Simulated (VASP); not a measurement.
# PbS (R3m) in VASP: notebook

PbS is run at these levels: r2SCAN; tasks: single point.

Everything below comes from runs of VASP 6.6.1. Logs are shortened: lines on timing, memory, paths and dates and some standing lists are left out, and cuts for length are marked.

## (1) The cell of the first run

Symmetry: R3m, No. 160, trigonal system. Conventional cell: a = 4.027 Å, b = 4.027 Å, c = 10.353 Å, α = 90.00°, β = 90.00°, γ = 120.00°. Pb (site symmetry 3m) has 6 S at 2.89 to 2.90 Å within 3.8 Å. Within 3.8 Å of S (site symmetry 3m) lie 6 Pb at 2.89 to 2.90 Å.

## (2) Single point, r2SCAN

POSCAR reads:

```
PbS
1.0
    2.0134000000      1.1624370320      3.4508715040
   -2.0134000000      1.1624370320      3.4508715040
    0.0000000000     -2.3248740640      3.4508715040
Pb S
1 1
Direct
    0.9781509158      0.9781509158      0.9781509158
    0.4774504142      0.4774504142      0.4774504142
```

INCAR.step1 reads:

```
PREC = Accurate
ENCUT = 520
ISMEAR = 0
SIGMA = 0.05
LREAL = False
LASPH = True
NELM = 60
NBANDS = 17
GGA = PE
ALGO = Normal
EDIFF = 1E-4
LWAVE = True
LCHARG = False
```

INCAR.step2 reads:

```
PREC = Accurate
ENCUT = 520
EDIFF = 1E-6
ISMEAR = 0
SIGMA = 0.05
LREAL = False
LASPH = True
NELM = 60
ALGO = Normal
ISIF = 2
LWAVE = False
LCHARG = True
METAGGA = R2SCAN
LMIXTAU = True
LELF = True
LVHAR = True
NBANDS = 17
ISTART = 1
```

KPOINTS reads:

```
Automatic mesh
0
Gamma
  9 9 9
```

Potentials or basis: VASP PAW PBE potentials, release 64 (Pb_d, S).

Run with:

```bash
$ cat potpaw_PBE.64/Pb_d/POTCAR potpaw_PBE.64/S/POTCAR > POTCAR
$ cp INCAR.step1 INCAR
$ mpirun -np 1 vasp_std > vasp.out
$ cp INCAR.step2 INCAR
$ mpirun -np 1 vasp_std > vasp.out
```

OUTCAR:

```text
PREC = Accurate
   ENCUT = 520
   EDIFF = 1E-6
   ISMEAR = 0
   LREAL = False
   LASPH = True
   NELM = 60
   ISIF = 2
   METAGGA = R2SCAN
   ISTART = 1

 ion  position               nearest neighbor table
   1  0.978  0.978  0.978-   2 2.89   2 2.89   2 2.89   2 2.90   2 2.90   2 2.90
   2  0.477  0.477  0.477-   1 2.89   1 2.89   1 2.89   1 2.90   1 2.90   1 2.90

  LATTYP: Found a trigonal (rhomboedric) cell.
 ALAT       =     4.1609558458
 COS(alpha) =     0.5317218330

  Lattice vectors:

 A1 = (   2.0134000000,   1.1624370320,   3.4508715040)
 A2 = (  -2.0134000000,   1.1624370320,   3.4508715040)
 A3 = (   0.0000000000,  -2.3248740640,   3.4508715040)

Analysis of symmetry for initial positions (statically):
=====================================================================
 Subroutine PRICEL returns:
 Original cell was already a primitive cell.

 Routine SETGRP: Setting up the symmetry group for a
 trigonal (rhombohedral) supercell.

 Subroutine GETGRP returns: Found  6 space group operations
 (whereof  6 operations were pure point group operations)
 out of a pool of 12 trial point group operations.

The static configuration has the point symmetry C_3v.

Analysis of symmetry for dynamics (positions and initial velocities):
=====================================================================
 Subroutine PRICEL returns:
 Original cell was already a primitive cell.

 Routine SETGRP: Setting up the symmetry group for a
 trigonal (rhombohedral) supercell.

 Subroutine GETGRP returns: Found  6 space group operations
 (whereof  6 operations were pure point group operations)
 out of a pool of 12 trial point group operations.

The dynamic configuration has the point symmetry C_3v.

 Subroutine INISYM returns: Found  6 space group operations
 (whereof  6 operations are pure point group operations),
 and found     1 'primitive' translations

----------------------------------------------------------------------------------------

                                     Primitive cell

  volume of cell :      48.4596

  direct lattice vectors                    reciprocal lattice vectors
     2.013400000  1.162437032  3.450871504     0.248336148  0.143376942  0.096593957
    -2.013400000  1.162437032  3.450871504    -0.248336148  0.143376942  0.096593957
     0.000000000 -2.324874064  3.450871504     0.000000000 -0.286753884  0.096593957

  length of vectors
     4.160955846  4.160955846  4.160955846     0.302585826  0.302585826  0.302585826

  position of ions in fractional coordinates (direct lattice)
     0.978150916  0.978150916  0.978150916
     0.477450414  0.477450414  0.477450414

  ion indices of the primitive-cell ions
   primitive index   ion index
                 1           1
                 2           2

----------------------------------------------------------------------------------------

 KPOINTS: Automatic mesh

Automatic generation of k-mesh.
 Grid dimensions read from file:
 generate k-points for:    9    9    9

 Generating k-lattice:

  Cartesian coordinates                     Fractional coordinates (reciprocal lattice)
     0.027592905  0.015930771  0.010732662     0.111111111  0.000000000  0.000000000
    -0.027592905  0.015930771  0.010732662     0.000000000  0.111111111  0.000000000
     0.000000000 -0.031861543  0.010732662     0.000000000  0.000000000  0.111111111

  Length of vectors
     0.033620647  0.033620647  0.033620647

  Shift w.r.t. Gamma in fractional coordinates (k-lattice)
     0.000000000  0.000000000  0.000000000

 Subroutine IBZKPT returns following result:
 ===========================================

 Found     85 irreducible k-points:

 Following reciprocal coordinates:
            Coordinates               Weight
  0.000000  0.000000  0.000000      1.000000
  0.111111  0.000000  0.000000      6.000000
  0.222222  0.000000  0.000000      6.000000
  0.333333  0.000000  0.000000      6.000000
  0.444444  0.000000  0.000000      6.000000
  0.111111  0.111111  0.000000      6.000000
[... 16 lines left out ...]
 -0.333333  0.333333  0.000000      6.000000
  0.444444  0.444444  0.000000      6.000000
 [... further k-points ...]
   k-points           NKPTS =     85   k-points in BZ     NKDIM =     85   number of bands    NBANDS=     17
   number of dos      NEDOS =    301   number of ions     NIONS =      2
   total plane-waves  NPLWV =  32768
   dimension x,y,z NGX =    32 NGY =   32 NGZ =   32
   dimension x,y,z NGXF=    64 NGYF=   64 NGZF=   64
   ions per type =               1   1
   NGX,Y,Z   is equivalent  to a cutoff of  12.79, 12.79, 12.79 a.u.
   NGXF,Y,Z  is equivalent  to a cutoff of  25.57, 25.57, 25.57 a.u.
 SYSTEM =  unknown system
   PREC   = accura    normal or accurate (medium, high low for compatibility)
   ISTART =      1    job   : 0-new  1-cont  2-samecut
   ICHARG =      0    charge: 1-file 2-atom 10-const
   ISPIN  =      1    spin polarized calculation?
   LNONCOLLINEAR =      F non collinear calculations
   LSORBIT =      F    spin-orbit coupling
   LASPH  =      T    aspherical Exc in radial PAW
   ENCUT  =  520.0 eV  38.22 Ry    6.18 a.u.   7.74  7.74  7.74*2*pi/ulx,y,z
   NELM   =     60;   NELMIN=  2; NELMDL=  0     # of ELM steps
   EDIFF  = 0.1E-05   stopping-criterion for ELM
   LREAL  =      F    real-space projection
   EDIFFG = 0.1E-04   stopping-criterion for IOM
   NSW    =      0    number of steps for IOM
   IBRION =     -1    ionic relax: 0-MD 1-quasi-New 2-CG
   NFREE  =      0    steps in history (QN), initial steepest desc. (CG)
   ISIF   =      2    stress and relaxation
   ISYM   =      2    0-nonsym 1-usesym 2-fastsym
   POTIM  = 0.5000    time-step for ionic-motion
   TEBEG  =    0.0;   TEEND  =   0.0 temperature during run
   PSTRESS=    0.0 pullay stress
   NELECT =      20.0000    total number of electrons
   NUPDOWN=      -1.0000    fix difference up-down
   EMIN   =  10.00;   EMAX   =-10.00  energy-range for DOS
   EFERMI =   0.00;   METHOD = LEGACY
   ISMEAR =     0;   SIGMA  =   0.05  broadening in eV -4-tet -1-fermi 0-gaus
   EFERMI_NEDOS =   21; number of points for ismear=-14 and -15
   IALGO  =     38    algorithm
   IMIX   =      4    mixing-type and parameters
     AMIX     =   0.40;   BMIX     =  1.00
     AMIX_MAG =   1.60;   BMIX_MAG =  1.00
  volume/ion in A,a.u.               =      24.23       163.51
  Fermi-wavevector in a.u.,A,eV,Ry     =   1.218873  2.303335 20.213501  1.485650
  Thomas-Fermi vector in A             =   2.354144
   LORBIT       =      0    0 simple, 1 ext, 2 COOP (PROOUT), +10 PAW based schemes
   METAGGA = R2SCAN    functional components
   LHFCALC =     F    Hartree Fock is set to
   AEXX    =    0.0000 exact exchange contribution
   IVDW    =     0    specifies the selected vdW correction
   LEPSILON=     F    determine dielectric tensor
   LRPA    =     F    only Hartree local field effects (RPA)
 non-spin polarized calculation
 Gauss-broadening in eV      SIGMA  =   0.05
  energy-cutoff  :      520.00
  volume of cell :       48.46
 maximum number of plane-waves:      1324
   NGX = 15   NGY = 15   NGZ = 15

 number of electron      19.9999998 magnetization

 Free energy of the ion-electron system (eV)
  ---------------------------------------------------
  ext. energy  EPLUGINS =         0.00000000
  ---------------------------------------------------
  free energy    TOTEN  =       -65.50731890 eV

  energy without entropy =      -65.50731890  energy(sigma->0) =      -65.50731890

 E-fermi :   7.0624     XC(G=0): -10.6374

 val. band max:        6.8455218651   @ k =   0.4444   0.4444   0.4444
 cond. band min:       7.2805263994   @ k =   0.4444   0.0000   0.0000
 fundamental gap:      0.4350045343
 Fermi energy:         7.0623536381

 k-point     1 :       0.0000    0.0000    0.0000
  band No.  band energies     occupation
      1     -10.8873      2.00000
      2     -10.8873      2.00000
      3     -10.8764      2.00000
      4     -10.8567      2.00000
      5     -10.8567      2.00000
      6      -8.2115      2.00000
[... 9 lines left out ...]
     16      13.8915      0.00000
     17      15.6421      0.00000

 k-point     2 :       0.1111    0.0000    0.0000
  band No.  band energies     occupation
      1     -10.8897      2.00000
      2     -10.8792      2.00000
      3     -10.8722      2.00000
      4     -10.8617      2.00000
      5     -10.8577      2.00000
      6      -8.0880      2.00000
[... 9 lines left out ...]
     16      14.2536      0.00000
     17      16.8612      0.00000

 k-point     3 :       0.2222    0.0000    0.0000
  band No.  band energies     occupation
      1     -10.8994      2.00000
      2     -10.8752      2.00000
      3     -10.8723      2.00000
      4     -10.8576      2.00000
      5     -10.8460      2.00000
      6      -7.7371      2.00000
[... 9 lines left out ...]
     16      15.0412      0.00000
     17      18.9703      0.00000

 k-point     4 :       0.3333    0.0000    0.0000
  band No.  band energies     occupation
      1     -10.9146      2.00000
      2     -10.8897      2.00000
      3     -10.8757      2.00000
      4     -10.8336      2.00000
      5     -10.8261      2.00000
      6      -7.2382      2.00000
[... 9 lines left out ...]
     16      16.1852      0.00000
     17      20.0336      0.00000
[... 343 lines left out ...]
      1     -11.0556      2.00000
      2     -10.8871      2.00000
      3     -10.8586      2.00000
      4     -10.8224      2.00000
      5     -10.8008      2.00000
      6      -6.2140      2.00000
[... 9 lines left out ...]
     16      18.3897      0.00000
     17      19.9217      0.00000

 k-point    23 :      -0.3333    0.3333    0.0000
  band No.  band energies     occupation
      1     -11.0124      2.00000
      2     -10.8783      2.00000
      3     -10.8635      2.00000
      4     -10.8398      2.00000
      5     -10.8104      2.00000
      6      -6.2653      2.00000
[... 9 lines left out ...]
     16      17.5471      0.00000
     17      19.5746      0.00000

 k-point    24 :       0.4444    0.4444    0.0000
  band No.  band energies     occupation
      1     -11.1089      2.00000
      2     -10.9125      2.00000
      3     -10.8318      2.00000
      4     -10.8031      2.00000
      5     -10.7943      2.00000
      6      -6.2293      2.00000
[... 9 lines left out ...]
     16      19.2658      0.00000
     17      19.5456      0.00000

 [... further k-points ...]
[... 5 lines left out ...]
  --------------------------------------------------------------------------------------
  -------------------------------------------------------------------------------------
  Total        2.2065375      2.2065375      1.6181171      0.0000000     -0.0000000      0.0000000
  in kB       72.9528658     72.9528658     53.4984246      0.0000000     -0.0000000      0.0000000
  external PRESSURE =      66.4680521 kB  Pullay stress =       0.0000000 kB

 VOLUME and BASIS-vectors are now :
 -----------------------------------------------------------------------------
  energy-cutoff  :      520.00
  volume of cell :       48.46
      direct lattice vectors                 reciprocal lattice vectors
     2.013400000  1.162437032  3.450871504     0.248336148  0.143376942  0.096593957
    -2.013400000  1.162437032  3.450871504    -0.248336148  0.143376942  0.096593957
     0.000000000 -2.324874064  3.450871504     0.000000000 -0.286753884  0.096593957

 POSITION                                       TOTAL-FORCE (eV/Angst)
 -----------------------------------------------------------------------------------
      0.00000      0.00000     10.12642         0.000000     -0.000000     -0.007111
      0.00000      0.00000      4.94286         0.000000      0.000000      0.007111
 -----------------------------------------------------------------------------------
    total drift:                                0.000000     -0.000000      0.000191

  FREE ENERGIE OF THE ION-ELECTRON SYSTEM (eV)
  ---------------------------------------------------
  free  energy   TOTEN  =       -65.5073189025 eV

  energy  without entropy=      -65.5073189025  energy(sigma->0) =      -65.50731890
```

Run time: 86 s. Hardware: 1 thread of Intel Xeon 6975P-C (Granite Rapids), shared host; peak memory 0.23 GiB.

Results:

```
Free energy   : -65.5073 eV
Pressure      : 6.6 GPa
Largest force : 0.007 eV/Å
```

Forces on the atoms (eV/Å):
```
Pb   0.000  0.000 -0.007
S    0.000  0.000  0.007
```

Levels at points of the mesh, in eV from the Fermi level:
| k point | band 8 | band 9 | band 10 | band 11 | band 12 | band 13 |
| --- | --- | --- | --- | --- | --- | --- |
| (0.00, 0.00, 0.00) | -3.34 | -2.93 | -2.93 | 5.44 | 5.44 | 5.47 |

Caveat: this odd mesh misses L, so gap, dielectric constants and Born charges aren't listed; the cell stands under pressure; the PAW data sets were made with another functional, which shifts forces and pressure a little; spin-orbit coupling is left out, which moves the levels of the heavy elements.

[end of part 1 of 2]
